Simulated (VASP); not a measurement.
Write the native input for VASP 6.6.1 that does the following.

```yaml
Task: single point
Functional: PBE
Potentials_or_basis: VASP PAW PBE potentials, release 64 (W_sv, S)
Cutoff: 520 eV
k_mesh: 10 × 10 × 10
Occupations: fermi-dirac, width 0.02 eV
Spin: non-collinear spin, zero start, spin-orbit coupling
Starting_moments: "[[0.0, 0.0, 0.0], [0.0, 0.0, 0.0], [0.0, 0.0, 0.0]] μB"
Dipole_correction: no
Further_INCAR_settings: ALGO = Normal; EDIFF = 1e-06; NBANDS = 39
```

The structure of WS2 lies in POSCAR:

```
WS2
1.0
    1.5858866962      0.9156121110      6.2374692460
   -1.5858866962      0.9156121110      6.2374692460
    0.0000000000     -1.8312242219      6.2374692460
W S
1 2
Direct
   -0.0000115687     -0.0000115687     -0.0000115687
    0.4167981751      0.4167981751      0.4167981751
    0.2498800602      0.2498800602      0.2498800602
```

One way to write it, as run:

INCAR

```
SYSTEM = WS2
PREC = Accurate
ENCUT = 520
EDIFF = 1E-6
ISMEAR = -1
SIGMA = 0.02
LREAL = .FALSE.
LASPH = .TRUE.
NELM = 150
ALGO = Normal
ISIF = 2
LWAVE = .FALSE.
LCHARG = .TRUE.
MAGMOM = 0 0 0 0 0 0 0 0 0
LORBIT = 11
LSORBIT = .TRUE.
GGA_COMPAT = .FALSE.
LORBMOM = .TRUE.
LMAXMIX = 4
GGA = PE
LVHAR = .TRUE.
NBANDS = 39
```

KPOINTS

```
Automatic mesh
0
G
  10 10 10
  0 0 0
```

Potentials or basis: VASP PAW PBE potentials, release 64 (W_sv, S).

Run with:

```bash
$ cat potpaw_PBE.64/W_sv/POTCAR potpaw_PBE.64/S/POTCAR > POTCAR
$ mpirun -np 1 vasp_ncl > vasp.out
```

Results of the run:

| Item | Value |
| --- | --- |
| Pressure | 3.5 GPa |
| Largest force | 0.222 eV/Å |
| Net moment | 0.00 μB per cell |
| Valence electrons inside the program's atomic spheres | W 12.05; S 3.73 |

Caveat: the cell stands under pressure.

It took 66 min on 1 thread of Oxide Virtual Turin-like Processor (shared host), peak memory 1.1 GiB.
